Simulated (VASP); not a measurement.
A run of VASP 6.6.1 is set up as follows.

POSCAR

```
CaO
1.0
    0.0000000000      2.3761492048      2.3761492048
    2.3761492048      0.0000000000      2.3761492048
    2.3761492048      2.3761492048      0.0000000000
Ca O
1 1
Direct
    0.0000000000      0.0000000000      0.0000000000
    0.5000000000      0.5000000000      0.5000000000
```

File INCAR.step1:

```
ALGO = Normal
EDIFF = 1E-5
ENCUT = 520
GGA = PE
ISIF = 2
ISMEAR = -1
LASPH = T
LREAL = F
LWAVE = T
NBANDS = 15
NELM = 80
PREC = Accurate
SIGMA = 0.05
```

INCAR.step2

```
AEXX = 0.25
ALGO = Normal
EDIFF = 1E-7
ENCUT = 520
GGA = PS
ISIF = 2
ISMEAR = -1
ISTART = 1
LASPH = T
LCHARG = T
LELF = T
LHFCALC = T
LREAL = F
LVHAR = T
LWAVE = F
NBANDS = 15
NELM = 80
PREC = Accurate
PRECFOCK = Normal
SIGMA = 0.05
```

The input KPOINTS:

```
k-points
0
Gamma
  5 5 5
```

Potentials or basis: VASP PAW PBE potentials, release 64 (Ca_sv, O).

Command:

```console
$ cat potpaw_PBE.64/Ca_sv/POTCAR potpaw_PBE.64/O/POTCAR > POTCAR
$ cp INCAR.step1 INCAR
$ mpirun -np 1 vasp_std > vasp.out
$ cp INCAR.step2 INCAR
$ mpirun -np 1 vasp_std > vasp.out
```

Question: Estimate the pressure.

Answer: 0.7 GPa.

Question: Estimate the band gap on the k mesh.

Answer: 6.16 eV (least direct gap 6.58 eV).

Caveat: the k points lie up to 0.46 Å⁻¹ apart; the PAW data sets were made with another functional, which shifts forces and pressure a little; an odd mesh through Γ misses points on the zone boundary, where band edges can lie.
